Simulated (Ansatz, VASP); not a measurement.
SiC in VASP and in Ansatz

The input INCAR:

```
SYSTEM = SiC
PREC = Accurate ; ENCUT = 520
EDIFF = 1E-7 ; ISMEAR = 0
SIGMA = 0.05 ; LREAL = .False.
LASPH = .True. ; NELM = 100
ALGO = Normal ; ISIF = 2
LWAVE = .False. ; LCHARG = .True.
GGA = PE ; LELF = .True.
LVHAR = .True. ; NBANDS = 36
```

The input KPOINTS:

```
Automatic mesh
0
Gamma
  12 12 2
  0 0 0
```

The input POSCAR:

```
SiC
1.0
    3.0692496138      0.0000000000      0.0000000000
   -1.5346248069      2.6580481361      0.0000000000
    0.0000000000      0.0000000000     15.0602705466
Si C
6 6
Direct
    0.0000000000      0.0000000000      0.1250399589
    0.0000000000      0.0000000000      0.6250399589
    0.3333333333      0.6666666667      0.2918172939
    0.6666666667      0.3333333333      0.7918172939
    0.3333333333      0.6666666667      0.9583095749
    0.6666666667      0.3333333333      0.4583095749
    0.0000000000      0.0000000000      0.9996884429
    0.0000000000      0.0000000000      0.4996884429
    0.3333333333      0.6666666667      0.1668295365
    0.6666666667      0.3333333333      0.6668295365
    0.3333333333      0.6666666667      0.8333151928
    0.6666666667      0.3333333333      0.3333151928
```

Input for Ansatz:

```yaml
crystal:
  lattice:
    - [3.0692496138, 0.0, 0.0]
    - [-1.5346248069, 2.6580481361, 0.0]
    - [0.0, 0.0, 15.0602705466]
  atoms:
    - { symbol: Si, position: [0.0, 0.0, 0.1250399589] }
    - { symbol: Si, position: [0.0, 0.0, 0.6250399589] }
    - { symbol: Si, position: [0.3333333333, 0.6666666667, 0.2918172939] }
    - { symbol: Si, position: [0.6666666667, 0.3333333333, 0.7918172939] }
    - { symbol: Si, position: [0.3333333333, 0.6666666667, 0.9583095749] }
    - { symbol: Si, position: [0.6666666667, 0.3333333333, 0.4583095749] }
    - { symbol: C, position: [0.0, 0.0, 0.9996884429] }
    - { symbol: C, position: [0.0, 0.0, 0.4996884429] }
    - { symbol: C, position: [0.3333333333, 0.6666666667, 0.1668295365] }
    - { symbol: C, position: [0.6666666667, 0.3333333333, 0.6668295365] }
    - { symbol: C, position: [0.3333333333, 0.6666666667, 0.8333151928] }
    - { symbol: C, position: [0.6666666667, 0.3333333333, 0.3333151928] }
basis:
  ecutwfc: 520.0
kpoints:
  mp_grid: { grid: [12, 12, 2] }
hamiltonian:
  xc: pbe
  pseudopotentials: { kind: paw, azcp: { folder: soft_1 } }
scf:
  occupations: { method: gaussian, width: 0.05 }
output:
  forces: true
  stress: true
  eigenvalues: true
```

Change from the starting cell: mode 32 frozen in at +0.000 Å, equal normal strain along x, y and z -0.0083.

Alike in both runs: task single point; functional PBE; k mesh 12 × 12 × 2; occupations gaussian, width 0.05 eV; no spin polarisation.

```csv
,VASP,Ansatz
version,VASP 6.6.1,Ansatz 0.2.0
potentials or method,"VASP PAW PBE potentials, release 64 (Si, C), cutoff 520 eV","scalar-relativistic, plane waves, PAW"
valence electrons in the cell,48,48
```

|  | VASP | Ansatz | Ansatz less VASP |
| --- | --- | --- | --- |
| gap on the k mesh at the Fermi level (eV) | 2.02 | 2.02 | +0.002 |
| least direct gap on the mesh (eV) | 3.12 | 3.13 | +0.005 |
| pressure (GPa) | 5.5 | 5.6 | +0.06 |
